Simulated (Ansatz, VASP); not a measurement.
# Cu2PbS4 in VASP and in Ansatz

```
Cu Pb S
1.0
     5.25128    0.00000    0.00000
     0.00000    5.25128    0.00000
     0.00000    0.00000    5.65662
Cu Pb S
2 1 4
Cartesian
  2.6256 0.0000 0.0000
  0.0000 2.6256 0.0000
  0.0000 0.0000 2.8283
  3.7814 3.7814 1.2793
  3.7814 1.4699 4.3773
  1.4699 1.4699 1.2793
  1.4699 3.7814 4.3773
```

Alike in both runs: functional PBE; k mesh 6 × 6 × 6; occupations gaussian, width 0.1 eV; no spin polarisation.

Ansatz relaxed the structure, and its values are those at the end. VASP's run is a single point on that final structure, the one shown.

|  | VASP | Ansatz |
| --- | --- | --- |
| version | VASP 6.6.1 | Ansatz 0.2.0 |
| potentials or method | VASP PAW PBE potentials, release 64 (Cu, Pb_d, S), cutoff 520 eV | scalar-relativistic, plane waves, PAW |
| valence electrons in the cell | 60 | 76 |

VASP gave:

| Item | Value |
| --- | --- |
| gap on the k mesh at the Fermi level (eV) | none |
| pressure (GPa) | -0.1 |
| rms of the force components (eV/Å) | 0.014 |

Question: What did Ansatz give for the same quantities?

Answer: gap on the k mesh at the Fermi level (eV): none; pressure (GPa): 0.0; rms of the force components (eV/Å): 0.002.

A gap of «none» marks a metal or a gap that the smearing closes. VASP's potentials hold 60 valence electrons a cell and Ansatz's 76, so a difference there can come from the potentials and not from the codes.

Spin-orbit coupling is off throughout.
